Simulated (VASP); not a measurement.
Set up this calculation in VASP 6.6.1, as the native input.

```
Task                   : single point
Functional             : LDA
Potentials or basis    : VASP PAW LDA potentials, release 64 (Bi_d, S)
Cutoff                 : 520 eV
k mesh                 : 6 × 6 × 6
Occupations            : methfessel-paxton, width 0.05 eV
Spin                   : no spin polarisation
Dipole correction      : no
Further INCAR settings : ALGO = Normal; EDIFF = 1e-07; NBANDS = 18
```

The structure of BiS lies in POSCAR:

```
BiS
1.0
    4.0029443400      0.0000000000      0.0000000000
    0.0000000000      4.0029443400      0.0000000000
    0.0000000000      0.0000000000      4.0029443400
Bi S
1 1
Direct
    0.5000000000      0.5000000000      0.5000000000
    0.0000000000      0.0000000000      0.0000000000
```

The input as run:

INCAR

```
PREC     = Accurate       # precision mode
ENCUT    = 520            # plane-wave cutoff, eV
EDIFF    = 1E-7           # SCF threshold, eV
ISMEAR   = 1              # smearing method
SIGMA    = 0.05           # smearing width, eV
LREAL    = False          # projectors in reciprocal space
LASPH    = True           # aspherical terms in the spheres
NELM     = 100            # most SCF steps
ALGO     = Normal         # electronic algorithm
ISIF     = 2              # what is computed and relaxed
LWAVE    = False          # write WAVECAR
LCHARG   = False          # write CHGCAR
NBANDS   = 18             # bands
```

KPOINTS

```
Automatic mesh
0
Gamma
  6 6 6
```

Potentials or basis: VASP PAW LDA potentials, release 64 (Bi_d, S).

Launch:

```console
$ cat potpaw_LDA.64/Bi_d/POTCAR potpaw_LDA.64/S/POTCAR > POTCAR
$ mpirun -np 1 vasp_std > vasp.out
```

It gave:

```
Pressure : -13.9 GPa
```

It took 37 s on 1 thread of Intel Xeon 8259CL, on a shared host, peak memory 0.16 GiB.
